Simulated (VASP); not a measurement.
# Sc2GaSbAs2 (P6/mmm) in VASP: further runs, part 2 of 2

VASP 6.6.1. The steps go on from the part before.

**3. Single point, PBE**

This run uses another cell than the first one, of 39.17 Å³/atom.

INCAR

```
  ALGO = Normal
  EDIFF = 1E-6
  ENCUT = 520
  GGA = PE
  ISIF = 2
  ISMEAR = 0
  LASPH = T
  LCHARG = F
  LREAL = F
  LWAVE = F
  NBANDS = 34
  NELM = 80
  PREC = Accurate
  SIGMA = 0.1
```

KPOINTS

```
k-points
0
Gamma
  12 12 4
```

POSCAR

```
Sc2GaSbAs2
1.0
    4.9608309277      0.0000000000      0.0000000000
   -2.4804154639      4.2962056072      0.0000000000
    0.0000000000      0.0000000000     11.0262922692
Sc Ga Sb As
2 1 1 2
Direct
    0.0000000000      0.0000000000      0.2519849545
    0.0000000000      0.0000000000      0.7480150455
    0.0000000000      0.0000000000      0.0000000000
    0.0000000000      0.0000000000      0.5000000000
    0.3333333333      0.6666666667      0.5000000000
    0.6666666667      0.3333333333      0.5000000000
```

Potentials or basis: VASP PAW PBE potentials, release 64 (Sc_sv, Ga_d, Sb, As).

Run with:

```sh
$ cat potpaw_PBE.64/Sc_sv/POTCAR potpaw_PBE.64/Ga_d/POTCAR potpaw_PBE.64/Sb/POTCAR potpaw_PBE.64/As/POTCAR > POTCAR
$ mpirun -np 1 vasp_std > vasp.out
```

OUTCAR:

```text
EDIFF = 1E-6
   ENCUT = 520
   GGA = PE
   ISIF = 2
   ISMEAR = 0
   LASPH = T
   LREAL = F
   NELM = 80
   PREC = Accurate

 ion  position               nearest neighbor table
   1  0.000  0.000  0.252-   4 2.73   3 2.78
   2  0.000  0.000  0.748-   4 2.73   3 2.78
   3  0.000  0.000  0.000-   1 2.78   2 2.78
   4  0.000  0.000  0.500-   1 2.73   2 2.73   5 2.86   6 2.86   5 2.86   6 2.86   6 2.86   5 2.86

   5  0.333  0.667  0.500-   6 2.86   6 2.86   4 2.86   4 2.86   4 2.86   6 2.86
   6  0.667  0.333  0.500-   5 2.86   5 2.86   4 2.86   4 2.86   4 2.86   5 2.86

  LATTYP: Found a hexagonal cell.
 ALAT       =     4.9608309277
 C/A-ratio  =     2.2226704417

  Lattice vectors:

 A1 = (   4.9608309277,   0.0000000000,   0.0000000000)
 A2 = (  -2.4804154639,   4.2962056072,   0.0000000000)
 A3 = (   0.0000000000,   0.0000000000,  11.0262922692)

Analysis of symmetry for initial positions (statically):
=====================================================================
 Subroutine PRICEL returns:
 Original cell was already a primitive cell.

 Routine SETGRP: Setting up the symmetry group for a
 hexagonal supercell.

 Subroutine GETGRP returns: Found 24 space group operations
 (whereof 24 operations were pure point group operations)
 out of a pool of 24 trial point group operations.

The static configuration has the point symmetry D_6h.

Analysis of symmetry for dynamics (positions and initial velocities):
=====================================================================
 Subroutine PRICEL returns:
 Original cell was already a primitive cell.

 Routine SETGRP: Setting up the symmetry group for a
 hexagonal supercell.

 Subroutine GETGRP returns: Found 24 space group operations
 (whereof 24 operations were pure point group operations)
 out of a pool of 24 trial point group operations.

The dynamic configuration has the point symmetry D_6h.

[... 128 lines left out ...]
  Fermi-wavevector in a.u.,A,eV,Ry     =   0.977331  1.846888 12.995967  0.955177
  Thomas-Fermi vector in A             =   2.108020
   LORBIT       =      0    0 simple, 1 ext, 2 COOP (PROOUT), +10 PAW based schemes
   GGA     = PE    functional components
   LHFCALC =     F    Hartree Fock is set to
   AEXX    =    0.0000 exact exchange contribution
   IVDW    =     0    specifies the selected vdW correction
   LEPSILON=     F    determine dielectric tensor
   LRPA    =     F    only Hartree local field effects (RPA)
 non-spin polarized calculation
 Gauss-broadening in eV      SIGMA  =   0.10
  energy-cutoff  :      520.00
  volume of cell :      235.00
 maximum number of plane-waves:      6368
 NGX is ok and might be reduce to    40
   NGX = 19   NGY = 19   NGZ = 41

 number of electron      50.0000000 magnetization

 Free energy of the ion-electron system (eV)
  ---------------------------------------------------
  ext. energy  EPLUGINS =         0.00000000
  ---------------------------------------------------
  free energy    TOTEN  =       -23.70713005 eV

  energy without entropy =      -23.66719973  energy(sigma->0) =      -23.68716489

 E-fermi :   1.8449     XC(G=0):  -7.6242

 val. band max:        1.8346549857   @ k =   0.2500   0.2500   0.0000
 cond. band min:       1.8484314866   @ k =   0.3333   0.1667   0.2500
 fundamental gap:      0.0137765009
 Fermi energy:         1.8448756179

 k-point     1 :       0.0000    0.0000    0.0000
  band No.  band energies     occupation
      1     -49.1935      2.00000
      2     -49.1934      2.00000
      3     -27.9219      2.00000
      4     -27.9219      2.00000
      5     -27.9217      2.00000
      6     -27.9217      2.00000
[... 877 lines left out ...]
     33       2.8663      0.00000
     34       3.0426      0.00000

 [... further k-points ...]

------------------------ aborting loop because EDIFF is reached ----------------------------------------

  FORCE on cell =-STRESS in cart. coord.  units (eV):
  Direction    XX          YY          ZZ          XY          YZ          ZX
  --------------------------------------------------------------------------------------
  -------------------------------------------------------------------------------------
  Total        0.0693649      0.0693649      0.1379453     -0.0000000      0.0000000      0.0000000
  in kB        0.4729131      0.4729131      0.9404779     -0.0000000      0.0000000      0.0000000
  external PRESSURE =       0.6287681 kB  Pullay stress =       0.0000000 kB

 VOLUME and BASIS-vectors are now :
 -----------------------------------------------------------------------------
  energy-cutoff  :      520.00
  volume of cell :      235.00
      direct lattice vectors                 reciprocal lattice vectors
     4.960830928  0.000000000  0.000000000     0.201579134  0.116381767  0.000000000
    -2.480415464  4.296205607  0.000000000     0.000000000  0.232763534  0.000000000
     0.000000000  0.000000000 11.026292269     0.000000000  0.000000000  0.090692318

 POSITION                                       TOTAL-FORCE (eV/Angst)
 -----------------------------------------------------------------------------------
      0.00000      0.00000      2.77846         0.000000     -0.000000     -0.013417
      0.00000      0.00000      8.24783        -0.000000      0.000000      0.013417
      0.00000      0.00000      0.00000         0.000000      0.000000      0.000000
      0.00000      0.00000      5.51315         0.000000      0.000000      0.000000
     -0.00000      2.86414      5.51315        -0.000000     -0.000000     -0.000000
      2.48042      1.43207      5.51315         0.000000      0.000000      0.000000
 -----------------------------------------------------------------------------------
    total drift:                                0.000000     -0.000000      0.000000

  FREE ENERGIE OF THE ION-ELECTRON SYSTEM (eV)
  ---------------------------------------------------
  free  energy   TOTEN  =       -23.7071300460 eV

  energy  without entropy=      -23.6671997286  energy(sigma->0) =      -23.68716489
```

OSZICAR:

```text
N       E                     dE             d eps       ncg     rms          rms(c)
DAV:   1     0.605491908627E+03    0.60549E+03   -0.21187E+04  4060   0.141E+03
DAV:   2     0.463158524707E+02   -0.55918E+03   -0.54645E+03  4854   0.487E+02
DAV:   3    -0.238390690715E+02   -0.70155E+02   -0.67058E+02  6302   0.178E+02
DAV:   4    -0.284596252346E+02   -0.46206E+01   -0.44682E+01  6008   0.399E+01
DAV:   5    -0.286159020383E+02   -0.15628E+00   -0.15423E+00  6136   0.764E+00    0.991E+00
DAV:   6    -0.244957013725E+02    0.41202E+01   -0.27802E+01  6244   0.232E+01    0.632E+00
DAV:   7    -0.239544535126E+02    0.54125E+00   -0.74470E+00  6502   0.151E+01    0.333E+00
DAV:   8    -0.239077659340E+02    0.46688E-01   -0.36789E+00  6528   0.101E+01    0.318E+00
DAV:   9    -0.237094465754E+02    0.19832E+00   -0.13939E+00  6254   0.655E+00    0.676E-01
DAV:  10    -0.237079740917E+02    0.14725E-02   -0.56711E-02  5808   0.111E+00    0.265E-01
DAV:  11    -0.237070651324E+02    0.90896E-03   -0.88460E-03  6168   0.514E-01    0.679E-02
DAV:  12    -0.237071409954E+02   -0.75863E-04   -0.66553E-04  5904   0.129E-01    0.499E-02
DAV:  13    -0.237071242016E+02    0.16794E-04   -0.39458E-04  6272   0.109E-01    0.127E-02
DAV:  14    -0.237071287996E+02   -0.45981E-05   -0.22899E-05  5408   0.273E-02    0.445E-03
DAV:  15    -0.237071299269E+02   -0.11273E-05   -0.21923E-06  4296   0.927E-03    0.234E-03
DAV:  16    -0.237071300460E+02   -0.11903E-06   -0.66233E-07  3864   0.576E-03
   1 F= -.23707130E+02 E0= -.23687165E+02  d E =-.399303E-01
```

Run time: 14 min. Hardware: 1 thread of Intel Xeon 8259CL, shared host; peak memory 0.71 GiB.

What came out:

| Item | Value |
| --- | --- |
| Free energy | -23.7071 eV |
| Pressure | 0.1 GPa |
| Largest force | 0.013 eV/Å |
| Band gap on the k mesh | zero (bands 25 and 26 overlap by 0.53 eV) |

Forces on the atoms (eV/Å):
```
Sc   0.000  0.000 -0.013
Sc   0.000  0.000  0.013
Ga   0.000  0.000  0.000
Sb   0.000  0.000  0.000
As   0.000  0.000  0.000
As   0.000  0.000  0.000
```

Caveat: spin-orbit coupling is left out, which moves the levels of the heavy elements.

**4. Single point, PBE, collinear spin**

This run uses another cell than the first one, of 39.31 Å³/atom.

INCAR

```
SYSTEM = Sc2GaSbAs2
  ALGO = Normal
  EDIFF = 1E-6
  ENCUT = 520
  GGA = PE
  ISIF = 2
  ISMEAR = 0
  ISPIN = 2
  LASPH = .TRUE.
  LCHARG = .FALSE.
  LMAXMIX = 4
  LORBIT = 11
  LREAL = .FALSE.
  LWAVE = .FALSE.
  MAGMOM = 1 1 0 0 0 0
  NBANDS = 38
  NELM = 150
  PREC = Accurate
  SIGMA = 0.1
```

KPOINTS

```
k-points
0
G
  6 6 2
  0 0 0
```

POSCAR

```
Sc2GaSbAs2
1.0
    4.9815383927      0.0000000000      0.0000000000
   -2.4907691964      4.3141387980      0.0000000000
    0.0000000000      0.0000000000     10.9759554811
Sc Ga Sb As
2 1 1 2
Direct
    0.0000000000      0.0000000000      0.2531332002
    0.0000000000      0.0000000000      0.7468667998
    0.0000000000      0.0000000000      0.0000000000
    0.0000000000      0.0000000000      0.5000000000
    0.3333333333      0.6666666667      0.5000000000
    0.6666666667      0.3333333333      0.5000000000
```

Run with:

```sh
$ cat potpaw_PBE.64/Sc_sv/POTCAR potpaw_PBE.64/Ga_d/POTCAR potpaw_PBE.64/Sb/POTCAR potpaw_PBE.64/As/POTCAR > POTCAR
$ mpirun -np 1 vasp_std > vasp.out
```

Run time: 11 min. Hardware: 1 thread of Intel Xeon 8259CL, shared host; peak memory 0.6 GiB.

The run converged. Its results:

| Quantity | Value |
| --- | --- |
| Free energy | -23.5729 eV |
| Pressure | 0.0 GPa |
| Largest force | 0.021 eV/Å |
| Net moment | 0.06 μB per cell |
| Valence electrons inside the program's atomic spheres | Sc 9.22; Ga 11.49; Sb 2.54; As 2.65 |

Forces on the atoms (eV/Å):
```
Sc   0.000  0.000  0.021
Sc   0.000  0.000 -0.021
Ga   0.000  0.000  0.000
Sb   0.000  0.000  0.000
As   0.000  0.000  0.000
As   0.000  0.000  0.000
```

Stress tensor (GPa, compression positive):
```
-0.14  0.00  0.00
 0.00 -0.14  0.00
 0.00  0.00  0.23
```

Levels at points of the mesh, in eV from the Fermi level:
Spin up:
| k point | band 21 | band 22 | band 23 | band 24 | band 25 | band 26 | band 27 | band 28 | band 29 | band 30 |
| --- | --- | --- | --- | --- | --- | --- | --- | --- | --- | --- |
| (0.00, 0.00, 0.00) | -3.62 | -3.62 | -1.15 | -0.81 | -0.73 | 0.53 | 0.53 | 0.65 | 0.65 | 0.66 |
| (0.50, 0.00, 0.00) | -0.94 | -0.69 | -0.24 | -0.14 | -0.06 | 0.24 | 0.36 | 0.54 | 0.64 | 0.80 |
| (0.00, 0.00, 0.50) | -3.62 | -3.62 | -1.64 | -0.93 | 0.00 | 0.40 | 0.40 | 0.52 | 0.52 | 0.66 |
| (0.50, 0.00, 0.50) | -0.86 | -0.85 | -0.58 | -0.43 | -0.07 | 0.25 | 0.49 | 0.71 | 0.80 | 0.85 |
Spin down:
```tsv
k point	band 23	band 24	band 25	band 26	band 27	band 28
(0.00, 0.00, 0.00)	-1.13	-0.80	-0.72	0.54	0.54	0.66
(0.50, 0.00, 0.00)	-0.23	-0.14	-0.03	0.25	0.37	0.55
(0.00, 0.00, 0.50)	-1.62	-0.92	0.02	0.42	0.42	0.53
(0.50, 0.00, 0.50)	-0.57	-0.42	-0.06	0.26	0.50	0.72
```

Caveat: spin-orbit coupling is left out, which moves the levels of the heavy elements.

**5. Summary**

| task | spin | cell | k mesh | cutoff (eV) | gap on the mesh (eV) | pressure (GPa) | largest force (eV/Å) |
| --- | --- | --- | --- | --- | --- | --- | --- |
| relaxation of cell and atoms | off | relaxed from a = 4.350, b = 4.350, c = 8.740 Å, angles 90.0, 90.0, 120.0°, 6 atoms, atomic positions A | 6 × 6 × 2 | 600 | none | 0.0 | - |
| single point | off | a = 4.961, b = 4.961, c = 11.026 Å, angles 90.0, 90.0, 120.0°, 6 atoms, atomic positions B | 12 × 12 × 4 | 520 | none | 0.1 | 0.01 |
| single point | collinear | a = 4.982, b = 4.982, c = 10.976 Å, angles 90.0, 90.0, 120.0°, 6 atoms, atomic positions C | 6 × 6 × 2 | 520 | none | 0.0 | 0.02 |

Alike in all rows: level PBE; potentials or basis VASP PAW PBE potentials, release 64 (Sc_sv, Ga_d, Sb, As); smearing gaussian 0.1 eV.

Caveats: spin-orbit coupling is left out, which moves the levels of the heavy elements; the volume moved by over 15 % at a fixed basis, so the end points are rough (at least some runs); semilocal functionals underestimate gaps, and a narrow one can read as zero (at least some runs).

Absolute energies hang on the potentials; compare differences alone.

The gap in the log of VASP goes by the Fermi energy; the results here count the filled bands.